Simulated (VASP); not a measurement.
# Al4Si in VASP: notebook

Al4Si is run at these levels: PBEsol; tasks: single point.

All numbers are computed with VASP 6.6.1; they aren't measurements. Logs are shortened: lines on timing, memory, paths and dates and some standing lists are left out, and cuts for length are marked.

### 1 The cell of the first run

The cell holds a slab with vacuum, 5 atoms: a = 2.839 Å, b = 2.839 Å, c = 24.031 Å, α = 90.00°, β = 90.00°, γ = 90.00°.

### 2 Single point, PBEsol

Contents of INCAR:

```
ALGO     = Normal         # electronic algorithm
DIPOL    = 0.5 0.5 0.500
EDIFF    = 1E-7           # SCF threshold, eV
ENCUT    = 520            # plane-wave cutoff, eV
GGA      = PS             # functional
IDIPOL   = 3            
ISIF     = 2              # what is computed and relaxed
ISMEAR   = -1             # smearing method
LASPH    = True           # aspherical terms in the spheres
LCHARG   = False          # write CHGCAR
LDIPOL   = True         
LREAL    = False          # projectors in reciprocal space
LWAVE    = False          # write WAVECAR
NBANDS   = 16             # bands
NELM     = 60             # most SCF steps
PREC     = Accurate       # precision mode
SIGMA    = 0.08           # smearing width, eV
```

Contents of KPOINTS:

```
k-points
0
Gamma
  14 14 1
```

Contents of POSCAR:

```
Al4Si
1.0
    2.8394494519      0.0000000000      0.0000000000
    0.0000000000      2.8394494519      0.0000000000
    0.0000000000      0.0000000000     24.0312000000
Al Si
4 1
Direct
    0.0000000000      0.0000000000      0.3302306759
    0.5000000000      0.5000000000      0.4149406378
    0.5000000000      0.5000000000      0.5850593614
    0.0000000000      0.0000000000      0.6697693273
    0.0000000000      0.0000000000      0.4999999975
```

Potentials or basis: VASP PAW PBE potentials, release 64 (Al, Si).

The run is started by

```console
$ cat potpaw_PBE.64/Al/POTCAR potpaw_PBE.64/Si/POTCAR > POTCAR
$ mpirun -np 1 vasp_std > vasp.out
```

OUTCAR:

```text
EDIFF = 1E-7
   ENCUT = 520
   GGA = PS
   ISIF = 2
   ISMEAR = -1
   LASPH = True
   LREAL = False
   NELM = 60
   PREC = Accurate

 ion  position               nearest neighbor table
   1  0.000  0.000  0.330-   2 2.86   2 2.86   2 2.86   2 2.86
   2  0.500  0.500  0.415-   1 2.86   1 2.86   1 2.86   1 2.86   5 2.87   5 2.87   5 2.87   5 2.87

   3  0.500  0.500  0.585-   4 2.86   4 2.86   4 2.86   4 2.86   5 2.87   5 2.87   5 2.87   5 2.87

   4  0.000  0.000  0.670-   3 2.86   3 2.86   3 2.86   3 2.86
   5  0.000  0.000  0.500-   2 2.87   2 2.87   2 2.87   2 2.87   3 2.87   3 2.87   3 2.87   3 2.87

  LATTYP: Found a simple tetragonal cell.
 ALAT       =     2.8394494519
 C/A-ratio  =     8.4633307995

  Lattice vectors:

 A1 = (   2.8394494519,   0.0000000000,   0.0000000000)
 A2 = (   0.0000000000,   2.8394494519,   0.0000000000)
 A3 = (   0.0000000000,   0.0000000000,  24.0312000000)

Analysis of symmetry for initial positions (statically):
=====================================================================
 Subroutine PRICEL returns:
 Original cell was already a primitive cell.

 Routine SETGRP: Setting up the symmetry group for a
 simple tetragonal supercell.

 Subroutine GETGRP returns: Found 16 space group operations
 (whereof 16 operations were pure point group operations)
 out of a pool of 16 trial point group operations.

The static configuration has the point symmetry D_4h.

Analysis of symmetry for dynamics (positions and initial velocities):
=====================================================================
 Subroutine PRICEL returns:
 Original cell was already a primitive cell.

 Routine SETGRP: Setting up the symmetry group for a
 simple tetragonal supercell.

 Subroutine GETGRP returns: Found 16 space group operations
 (whereof 16 operations were pure point group operations)
 out of a pool of 16 trial point group operations.

The dynamic configuration has the point symmetry D_4h.

 Subroutine INISYM returns: Found 16 space group operations
 (whereof 16 operations are pure point group operations),
 and found     1 'primitive' translations

----------------------------------------------------------------------------------------

                                     Primitive cell

  volume of cell :     193.7509

  direct lattice vectors                    reciprocal lattice vectors
     2.839449452  0.000000000  0.000000000     0.352180948  0.000000000  0.000000000
     0.000000000  2.839449452  0.000000000     0.000000000  0.352180948  0.000000000
     0.000000000  0.000000000 24.031200000     0.000000000  0.000000000  0.041612570

  length of vectors
     2.839449452  2.839449452 24.031200000     0.352180948  0.352180948  0.041612570

  position of ions in fractional coordinates (direct lattice)
     0.000000000  0.000000000  0.330230676
     0.500000000  0.500000000  0.414940638
     0.500000000  0.500000000  0.585059361
     0.000000000  0.000000000  0.669769327
     0.000000000  0.000000000  0.499999997

  ion indices of the primitive-cell ions
   primitive index   ion index
                 1           1
                 2           2
                 3           3
                 4           4
                 5           5

----------------------------------------------------------------------------------------

 KPOINTS: k-points

Automatic generation of k-mesh.
 Grid dimensions read from file:
 generate k-points for:   14   14    1

 Generating k-lattice:

  Cartesian coordinates                     Fractional coordinates (reciprocal lattice)
     0.025155782  0.000000000  0.000000000     0.071428571  0.000000000  0.000000000
     0.000000000  0.025155782  0.000000000     0.000000000  0.071428571  0.000000000
     0.000000000  0.000000000  0.041612570     0.000000000  0.000000000  1.000000000

  Length of vectors
     0.025155782  0.025155782  0.041612570

  Shift w.r.t. Gamma in fractional coordinates (k-lattice)
     0.000000000  0.000000000  0.000000000

 Subroutine IBZKPT returns following result:
 ===========================================

 Found     36 irreducible k-points:

 Following reciprocal coordinates:
            Coordinates               Weight
  0.000000  0.000000  0.000000      1.000000
  0.071429  0.000000  0.000000      4.000000
  0.142857  0.000000  0.000000      4.000000
  0.214286  0.000000  0.000000      4.000000
  0.285714  0.000000  0.000000      4.000000
  0.357143  0.000000  0.000000      4.000000
[... 16 lines left out ...]
  0.285714  0.214286  0.000000      8.000000
  0.357143  0.214286  0.000000      8.000000
 [... further k-points ...]
   k-points           NKPTS =     36   k-points in BZ     NKDIM =     36   number of bands    NBANDS=     16
   number of dos      NEDOS =    301   number of ions     NIONS =      5
   total plane-waves  NPLWV = 103680
   dimension x,y,z NGX =    24 NGY =   24 NGZ =  180
   dimension x,y,z NGXF=    48 NGYF=   48 NGZF=  360
   ions per type =               4   1
   NGX,Y,Z   is equivalent  to a cutoff of  14.05, 14.05, 12.45 a.u.
   NGXF,Y,Z  is equivalent  to a cutoff of  28.10, 28.10, 24.90 a.u.
 SYSTEM =  unknown system
   PREC   = accura    normal or accurate (medium, high low for compatibility)
   ISTART =      0    job   : 0-new  1-cont  2-samecut
   ICHARG =      2    charge: 1-file 2-atom 10-const
   ISPIN  =      1    spin polarized calculation?
   LNONCOLLINEAR =      F non collinear calculations
   LSORBIT =      F    spin-orbit coupling
   LASPH  =      T    aspherical Exc in radial PAW
   ENCUT  =  520.0 eV  38.22 Ry    6.18 a.u.   5.28  5.28 44.68*2*pi/ulx,y,z
   NELM   =     60;   NELMIN=  2; NELMDL= -5     # of ELM steps
   EDIFF  = 0.1E-06   stopping-criterion for ELM
   LREAL  =      F    real-space projection
   EDIFFG = 0.1E-05   stopping-criterion for IOM
   NSW    =      0    number of steps for IOM
   IBRION =     -1    ionic relax: 0-MD 1-quasi-New 2-CG
   NFREE  =      0    steps in history (QN), initial steepest desc. (CG)
   ISIF   =      2    stress and relaxation
   ISYM   =      2    0-nonsym 1-usesym 2-fastsym
   POTIM  = 0.5000    time-step for ionic-motion
   TEBEG  =    0.0;   TEEND  =   0.0 temperature during run
   PSTRESS=    0.0 pullay stress
   NELECT =      16.0000    total number of electrons
   NUPDOWN=      -1.0000    fix difference up-down
   EMIN   =  10.00;   EMAX   =-10.00  energy-range for DOS
   EFERMI =   0.00;   METHOD = LEGACY
   ISMEAR =    -1;   SIGMA  =   0.08  broadening in eV -4-tet -1-fermi 0-gaus
   EFERMI_NEDOS =   21; number of points for ismear=-14 and -15
   IALGO  =     38    algorithm
   IMIX   =      4    mixing-type and parameters
     AMIX     =   0.40;   BMIX     =  1.00
     AMIX_MAG =   1.60;   BMIX_MAG =  1.00
  volume/ion in A,a.u.               =      38.75       261.50
  Fermi-wavevector in a.u.,A,eV,Ry     =   0.712908  1.347201  6.914998  0.508238
  Thomas-Fermi vector in A             =   1.800407
   LORBIT       =      0    0 simple, 1 ext, 2 COOP (PROOUT), +10 PAW based schemes
   GGA     = PS    functional components
   LHFCALC =     F    Hartree Fock is set to
   AEXX    =    0.0000 exact exchange contribution
   IVDW    =     0    specifies the selected vdW correction
   LEPSILON=     F    determine dielectric tensor
   LRPA    =     F    only Hartree local field effects (RPA)
 non-spin polarized calculation
  energy-cutoff  :      520.00
  volume of cell :      193.75
 maximum number of plane-waves:      5261
 NGX is ok and might be reduce to    24
   NGX = 11   NGY = 11   NGZ = 89

 dipolmoment           0.000000      0.000000     -0.000000 electrons x Angstroem

 number of electron      16.0000001 magnetization

 dipolmoment           0.000000      0.000000      0.000000 electrons x Angstroem

 Free energy of the ion-electron system (eV)
  ---------------------------------------------------
  ext. energy  EPLUGINS =         0.00000000
  ---------------------------------------------------
  free energy    TOTEN  =       -20.70601828 eV

  energy without entropy =      -20.66516159  energy(sigma->0) =      -20.68558994

 E-fermi :   1.0489     XC(G=0):  -5.1893

 val. band max:        1.0406760650   @ k =   0.3571   0.1429   0.0000
 cond. band min:       1.0533512479   @ k =   0.4286   0.4286   0.0000
 fundamental gap:      0.0126751829
 Fermi energy:         1.0489420182

 k-point     1 :       0.0000    0.0000    0.0000
  band No.  band energies     occupation
      1     -10.9566      2.00000
      2      -8.9591      2.00000
      3      -7.9326      2.00000
      4      -5.7335      2.00000
      5      -3.3761      2.00000
      6      -1.4689      2.00000
[... 8 lines left out ...]
     15       7.5880      0.00000
     16       7.8585      0.00000

 k-point     2 :       0.0714    0.0000    0.0000
  band No.  band energies     occupation
      1     -10.8652      2.00000
      2      -8.8662      2.00000
      3      -7.8409      2.00000
      4      -5.6426      2.00000
      5      -3.2853      2.00000
      6      -1.3821      2.00000
[... 8 lines left out ...]
     15       6.5791      0.00000
     16       7.4920      0.00000

 k-point     3 :       0.1429    0.0000    0.0000
  band No.  band energies     occupation
      1     -10.5917      2.00000
      2      -8.5879      2.00000
      3      -7.5660      2.00000
      4      -5.3705      2.00000
      5      -3.0134      2.00000
      6      -1.1226      2.00000
[... 8 lines left out ...]
     15       6.3733      0.00000
     16       6.9387      0.00000

 k-point     4 :       0.2143    0.0000    0.0000
  band No.  band energies     occupation
      1     -10.1376      2.00000
      2      -8.1254      2.00000
      3      -7.1095      2.00000
      4      -4.9186      2.00000
      5      -2.5634      2.00000
      6      -0.6937      2.00000
[... 8 lines left out ...]
     15       6.7128      0.00000
     16       6.8315      0.00000

 k-point     5 :       0.2857    0.0000    0.0000
  band No.  band energies     occupation
      1      -9.5068      2.00000
      2      -7.4805      2.00000
      3      -6.4745      2.00000
      4      -4.2901      2.00000
      5      -2.0124      2.00000
      6      -1.7906      2.00000
[... 8 lines left out ...]
     15       6.6077      0.00000
     16       7.2899      0.00000

 k-point     6 :       0.3571    0.0000    0.0000
  band No.  band energies     occupation
      1      -8.7081      2.00000
      2      -6.6563      2.00000
      3      -5.6704      2.00000
      4      -3.5123      2.00000
      5      -3.4941      2.00000
      6      -1.6005      2.00000
[... 8 lines left out ...]
     15       7.2289      0.00000
     16       7.2760      0.00000
[... 267 lines left out ...]
 k-point    21 :       0.5000    0.1429    0.0000
  band No.  band energies     occupation
      1      -6.7065      2.00000
      2      -5.5338      2.00000
      3      -4.2619      2.00000
      4      -3.9769      2.00000
      5      -3.2577      2.00000
      6      -2.9690      2.00000
[... 8 lines left out ...]
     15       6.6028      0.00000
     16       7.0955      0.00000

 k-point    22 :       0.2143    0.2143    0.0000
  band No.  band energies     occupation
      1      -9.3219      2.00000
      2      -7.2966      2.00000
      3      -6.2903      2.00000
      4      -4.1085      2.00000
      5      -1.7554      2.00000
      6       0.0824      1.99999
[... 8 lines left out ...]
     15       5.2098      0.00000
     16       6.5033      0.00000

 k-point    23 :       0.2857    0.2143    0.0000
  band No.  band energies     occupation
      1      -8.6936      2.00000
      2      -6.6557      2.00000
      3      -5.6581      2.00000
      4      -3.4839      2.00000
      5      -1.2287      2.00000
      6      -1.0617      2.00000
[... 8 lines left out ...]
     15       5.7746      0.00000
     16       5.9707      0.00000

 k-point    24 :       0.3571    0.2143    0.0000
  band No.  band energies     occupation
      1      -7.8979      2.00000
      2      -5.8369      2.00000
      3      -4.8573      2.00000
      4      -2.7501      2.00000
      5      -2.6939      2.00000
      6      -0.8363      2.00000
[... 8 lines left out ...]
     15       5.3556      0.00000
     16       6.2259      0.00000

 [... further k-points ...]

------------------------ aborting loop because EDIFF is reached ----------------------------------------

 vacuum level on the upper side and lower side of the slab       (xc-potential included)        -0.056        -0.056

  FORCE on cell =-STRESS in cart. coord.  units (eV):
  Direction    XX          YY          ZZ          XY          YZ          ZX
  --------------------------------------------------------------------------------------
  -------------------------------------------------------------------------------------
  Total       -3.1516346     -3.1516346     -1.9327878      0.0000000     -0.0000000     -0.0000000
  in kB      -26.0616976    -26.0616976    -15.9827319      0.0000000     -0.0000000     -0.0000000
  external PRESSURE =     -22.7020423 kB  Pullay stress =       0.0000000 kB

 VOLUME and BASIS-vectors are now :
 -----------------------------------------------------------------------------
  energy-cutoff  :      520.00
  volume of cell :      193.75
      direct lattice vectors                 reciprocal lattice vectors
     2.839449452  0.000000000  0.000000000     0.352180948  0.000000000  0.000000000
     0.000000000  2.839449452  0.000000000     0.000000000  0.352180948  0.000000000
     0.000000000  0.000000000 24.031200000     0.000000000  0.000000000  0.041612570

 POSITION                                       TOTAL-FORCE (eV/Angst)
 -----------------------------------------------------------------------------------
      0.00000      0.00000      7.93584        -0.000000     -0.000000      0.100624
      1.41972      1.41972      9.97152         0.000000     -0.000000      0.271161
      1.41972      1.41972     14.05968         0.000000      0.000000     -0.271161
      0.00000      0.00000     16.09536         0.000000     -0.000000     -0.100624
      0.00000      0.00000     12.01560         0.000000     -0.000000      0.000000
 -----------------------------------------------------------------------------------
    total drift:                                0.000000      0.000000      0.000009

  FREE ENERGIE OF THE ION-ELECTRON SYSTEM (eV)
  ---------------------------------------------------
  free  energy   TOTEN  =       -20.7060182845 eV

  energy  without entropy=      -20.6651615944  energy(sigma->0) =      -20.68558994

 vacuum level on the upper side and lower side of the slab         5.248         5.248
```

It took 4.2 min on 1 thread of Intel Xeon 8259CL, shared host; peak memory 0.35 GiB.

What came out:

```
Free energy            : -20.7060 eV
Largest force          : 0.271 eV/Å
Band gap on the k mesh : zero (bands 8 and 9 overlap by 3.82 eV)
```

Forces in eV/Å, atoms in the order of the input:
```
Al   0.000  0.000  0.101
Al   0.000  0.000  0.271
Al   0.000  0.000 -0.271
Al   0.000  0.000 -0.101
Si   0.000  0.000  0.000
```

Caveat: the PAW data sets were made with another functional, which shifts forces and pressure a little.

### 3 Single point, PBEsol

Contents of INCAR:

```
SYSTEM = Al4Si
PREC = Accurate
ENCUT = 520
EDIFF = 1E-7
ISMEAR = -1
SIGMA = 0.08
LREAL = .False.
LASPH = .True.
NELM = 80
ALGO = Normal
ISIF = 2
LWAVE = .False.
LCHARG = .False.
LDIPOL = .True.
IDIPOL = 3
DIPOL = 0.5 0.5 0.500
GGA = PS
NBANDS = 16
```

Contents of KPOINTS:

```
regular mesh
0
Gamma
  14 14 1
  0 0 0
```

POSCAR is that of step 2.

Potentials or basis: VASP PAW PBE potentials, release 64 (Al, Si).

The run is started by

```console
$ cat potpaw_PBE.64/Al/POTCAR potpaw_PBE.64/Si/POTCAR > POTCAR
$ mpirun -np 1 vasp_std > vasp.out
```

It took 3.7 min on 1 thread of Intel Xeon 8259CL, shared host; peak memory 0.35 GiB.

It converged, with:

```yaml
Free_energy: -20.7060 eV
Largest_force: 0.271 eV/Å
Band_gap_on_the_k_mesh: zero (bands 8 and 9 overlap by 3.82 eV)
```

Forces in eV/Å, atoms in the order of the input:
```
Al   0.000  0.000  0.101
Al   0.000  0.000  0.271
Al   0.000  0.000 -0.271
Al   0.000  0.000 -0.101
Si   0.000  0.000  0.000
```

Levels at points of the mesh, in eV from the Fermi level:
```tsv
k point	band 6	band 7	band 8	band 9	band 10	band 11
(0.00, 0.00, 0.00)	-2.52	0.50	2.75	3.89	4.36	4.36
(0.50, 0.00, 0.00)	-4.36	-2.70	-2.01	-0.44	0.41	1.20
(0.50, 0.50, 0.00)	-1.25	-0.94	-0.86	-0.86	-0.05	0.46
```

Caveat: the PAW data sets were made with another functional, which shifts forces and pressure a little.
